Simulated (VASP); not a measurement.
Here is a VASP 6.6.1 calculation.

INCAR

```
SYSTEM = TaN
  PREC = Accurate
  ENCUT = 600
  EDIFF = 1E-7
  ISMEAR = -1
  SIGMA = 0.05
  LREAL = .FALSE.
  LASPH = .TRUE.
  NELM = 200
  ALGO = Normal
  ISIF = 3
  LWAVE = .FALSE.
  LCHARG = .FALSE.
  LMAXMIX = 4
  LDAU = .TRUE.
  LDAUTYPE = 2
  LDAUL = 2 -1
  LDAUU = 3 0
  LDAUJ = 0 0
  LDAUPRINT = 1
  GGA = PE
  IBRION = 2
  NSW = 60
  EDIFFG = -0.01
  GGA_COMPAT = .FALSE.
  NELMIN = 4
```

File KPOINTS:

```
Automatic mesh
0
G
  10 10 9
  0 0 0
```

File POSCAR:

```
TaN
1.0
    2.9380011100      0.0000000000      0.0000000000
   -1.4690005500      2.5443836000      0.0000000000
    0.0000000000      0.0000000000      2.8830022100
Ta N
1 1
Direct
    0.3333333333      0.6666666667      0.5000000000
    0.0000000000      0.0000000000      0.0000000000
```

Potentials or basis: VASP PAW PBE potentials, release 64 (Ta_sv_GW, N).

Launch:

```sh
$ cat potpaw_PBE.64/Ta_sv_GW/POTCAR potpaw_PBE.64/N/POTCAR > POTCAR
$ mpirun -np 1 vasp_std > vasp.out
```

Q: What does it give for the relaxed volume?

A: 11.22 Å³/atom.

Q: Predict the relaxed cell.

A: a = 2.977 Å, b = 2.977 Å, c = 2.925 Å, α = 90.00°, β = 90.00°, γ = 120.00°.

Q: What does it give for the space group after relaxing (to 0.05 Å)?

A: P-6m2 (No. 187).

Q: Estimate the band gap on the k mesh.

A: Zero (band 9 reaches 12.61 eV, above the bottom of band 10 at 12.30 eV).

Step by step:
```csv
step,energy change (eV),largest force (eV/Å),pressure (GPa),volume (Å³)
1,0.0000,0.0000,14.55,21.55
2,0.1629,0.0000,-25.71,24.75
3,-0.0396,0.0000,-0.46,22.48
4,-0.0396,0.0000,0.01,22.45
5,-0.0396,0.0000,0.26,22.43
6,-0.0396,0.0000,0.21,22.44
7,-0.0396,0.0000,0.22,22.44
8,-0.0396,0.0000,0.23,22.44
9,-0.0396,0.0000,-0.37,22.48
10,-0.0397,0.0000,-0.19,22.45
11,-0.0397,0.0000,0.10,22.45
```

Caveat: spin-orbit coupling is left out, which moves the levels of the heavy elements; U without spin polarisation on a metal has little footing. PBE usually gives volumes a little too large and moduli too small.
